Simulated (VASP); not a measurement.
ZnSe (Stilleite):

```
Zn Se
1.0
     0.00000    2.83380    2.83380
     2.83380    0.00000    2.83380
     2.83380    2.83380    0.00000
Zn Se
1 1
Direct
  0.00000 0.00000 0.00000
  0.25000 0.25000 0.25000
```

| Quantity | Value |
| --- | --- |
| Program | VASP 6.6.1 |
| Task | relaxation of cell and atoms |
| Functional | PBE |
| Potentials or basis | VASP PAW PBE potentials, release 64 (Zn, Se) |
| Cutoff | 500 eV |
| k mesh | 6 × 6 × 6 |
| Occupations | gaussian, width 0.01 eV |
| Spin | no spin polarisation |

At the start: pressure 2.4 GPa; volume 22.76 Å³/atom.

Task: How do energy, volume and symmetry change on relaxing?

Result: Over 3 steps the energy falls by 6.2 meV/atom and the volume is 23.63 Å³/atom (+3.9 %); space group F-43m (No. 216, to 0.05 Å).

Step by step:
```
step  energy change (eV)  largest force (eV/Å)  pressure (GPa)  volume (Å³)
   1              0.0000                0.0000            2.37        45.51
   2             -0.0116                0.0000           -0.58        47.77
   3             -0.0125                0.0000            0.01        47.27
```

Final structure:
```
Zn Se
1.0
     0.00000    2.86972    2.86972
     2.86972    0.00000    2.86972
     2.86972    2.86972    0.00000
Zn Se
1 1
Cartesian
  0.0000 0.0000 0.0000
  1.4349 1.4349 1.4349
```
